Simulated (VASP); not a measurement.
Here is a VASP 6.6.1 calculation.

The input INCAR:

```
SYSTEM = MgGe2
  PREC = Accurate
  ENCUT = 520
  EDIFF = 1E-6
  ISMEAR = 0
  SIGMA = 0.1
  LREAL = .False.
  LASPH = .True.
  NELM = 100
  ALGO = Normal
  ISIF = 2
  LWAVE = .False.
  LCHARG = .True.
  GGA = PE
  LELF = .True.
  LVHAR = .True.
  NBANDS = 39
```

File KPOINTS:

```
regular mesh
0
Gamma
  4 4 4
  0 0 0
```

File POSCAR:

```
MgGe2
1.0
    0.0000000000      3.9968074824      3.9968074824
    3.9968074824      0.0000000000      3.9968074824
    3.9968074824      3.9968074824      0.0000000000
Mg Ge
2 4
Direct
    0.2500000000      0.2500000000      0.2500000000
    0.0000000000      0.0000000000      0.0000000000
    0.6250000000      0.6250000000      0.6250000000
    0.1250000000      0.6250000000      0.6250000000
    0.6250000000      0.1250000000      0.6250000000
    0.6250000000      0.6250000000      0.1250000000
```

Potentials or basis: VASP PAW PBE potentials, release 64 (Mg, Ge_d).

Command:

```sh
$ cat potpaw_PBE.64/Mg/POTCAR potpaw_PBE.64/Ge_d/POTCAR > POTCAR
$ mpirun -np 1 vasp_std > vasp.out
```

Task: What does it give for the pressure?

Result: 0.1 GPa.

Task: Predict the band gap on the k mesh.

Result: Zero (band 30 reaches 5.18 eV, above the bottom of band 31 at 3.27 eV).
